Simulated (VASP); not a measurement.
A run of VASP 6.6.1:

The input POSCAR:

```
WSe2
1.0
    3.3153441874      0.0000000000      0.0000000000
   -1.6576720937      2.8711722886      0.0000000000
    0.0000000000      0.0000000000      6.5191986732
W Se
1 2
Direct
    0.0000000000      0.0000000000      0.0000000000
    0.3333333333      0.6666666667      0.2571683820
    0.6666666667      0.3333333333      0.7428316180
```

File INCAR.step1:

```
ALGO = Normal ; EDIFF = 1E-4
ENCUT = 520 ; GGA = PE
ISMEAR = 1 ; LASPH = True
LCHARG = False ; LREAL = False
LWAVE = True ; NBANDS = 20
NELM = 60 ; PREC = Accurate
SIGMA = 0.001
```

File INCAR.step2:

```
ALGO = Normal ; EDIFF = 1E-6
ENCUT = 520 ; ISIF = 2
ISMEAR = 1 ; ISTART = 1
LASPH = True ; LCHARG = True
LELF = True ; LMIXTAU = True
LREAL = False ; LVHAR = True
LWAVE = False ; METAGGA = R2SCAN
NBANDS = 20 ; NELM = 60
PREC = Accurate ; SIGMA = 0.001
```

The input KPOINTS:

```
k-points
0
Gamma
  6 6 4
```

Potentials or basis: VASP PAW PBE potentials, release 64 (W_sv, Se).

Launch:

```sh
$ cat potpaw_PBE.64/W_sv/POTCAR potpaw_PBE.64/Se/POTCAR > POTCAR
$ cp INCAR.step1 INCAR
$ mpirun -np 1 vasp_std > vasp.out
$ cp INCAR.step2 INCAR
$ mpirun -np 1 vasp_std > vasp.out
```

Hardware: 1 thread of AMD EPYC 7R13 Processor (Zen 3) (shared host).

**Question.** How long does it take, and how much memory?

**Answer.** It took 95 s on 1 thread of AMD EPYC 7R13 Processor (Zen 3) (shared host), peak memory 0.18 GiB. Counts: k points 24.
